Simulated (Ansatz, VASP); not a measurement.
# CsGeF3 in VASP and in Ansatz

```
CELL_PARAMETERS angstrom
4.49652 0.00000 0.00000
0.00000 4.49652 0.00000
0.00000 0.00000 4.49652
ATOMIC_POSITIONS crystal
Cs 0.00000 0.00000 0.00000
Ge 0.50000 0.50000 0.50000
F 0.50000 0.50000 0.00000
F 0.50000 0.00000 0.50000
F 0.00000 0.50000 0.50000
```

Alike in both runs: task single point; functional HSE06; k mesh 4 × 4 × 4; no spin polarisation.

```csv
,VASP,Ansatz
version,VASP 6.6.1,Ansatz 0.2.0
potentials or method,"VASP PAW PBE potentials, release 64 (Cs_sv, Ge_d, F)","plane waves, PAW"
plane-wave cutoff (eV),520,420
occupations,"gaussian, width 0.01 eV",fixed
valence electrons in the cell,44,44
```

|  | VASP | Ansatz | Ansatz less VASP |
| --- | --- | --- | --- |
| gap on the k mesh at the Fermi level (eV) | 2.77 | 2.79 | +0.021 |
| pressure (GPa) | 1.2 | 1.2 | +0.01 |

Ansatz's warnings: stress exchange threshold loose, stress scf threshold loose.

Spin-orbit coupling is off throughout.
